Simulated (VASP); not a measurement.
SnO2, 12 atoms in the cell. The structure is trigonal, space group R3m (No. 160). The conventional cell has a = 6.416 Å, b = 6.416 Å, c = 12.244 Å, α = 90.00°, β = 90.00°, γ = 120.00°. Within 2.8 Å of Sn (site symmetry 3m) lie 6 O at 2.09 Å. Within 2.8 Å of Sn (site symmetry m) lie 6 O at 2.09 to 2.15 Å. O (site symmetry 3m) has 3 Sn at 2.15 Å and 6 O at 2.74 to 2.77 Å within 2.8 Å. O (site symmetry m) has 3 Sn at 2.09 Å and 6 O at 2.67 to 2.84 Å within 2.9 Å. Within 2.9 Å of O (site symmetry 3m) lie 3 Sn at 2.09 Å and 6 O at 2.67 to 2.84 Å. O (site symmetry m) has 3 Sn at 2.09 Å and 6 O at 2.67 to 2.84 Å within 2.9 Å.  This cell differs from its parent crystal: atom 5 (O) moved +0.133 Å along Cartesian [0 0 1].

- Program: VASP 6.6.1
- Task: single point
- Functional: LDA
- Potentials or basis: VASP PAW LDA potentials, release 64 (Sn_d, O)
- Cutoff: 520 eV
- k mesh: 6 × 6 × 6
- Occupations: gaussian, width 0.05 eV
- Spin: no spin polarisation
- Dipole correction: no
- Further INCAR settings: ALGO = Normal; EDIFF = 1e-07; NBANDS = 64

Potentials or basis: VASP PAW LDA potentials, release 64 (Sn_d, O).

Launch:

```sh
$ cat potpaw_LDA.64/Sn_d/POTCAR potpaw_LDA.64/O/POTCAR > POTCAR
$ mpirun -np 1 vasp_std > vasp.out
```

Hardware: 1 thread of AMD EPYC 9R14 (Zen 4) (shared host).

Problem. Estimate the wall time of this run.

Solution. Wall time 5.7 min on 1 thread of AMD EPYC 9R14 (Zen 4) (shared host), peak memory 0.31 GiB. Counts: scf iterations 15, k points 32.
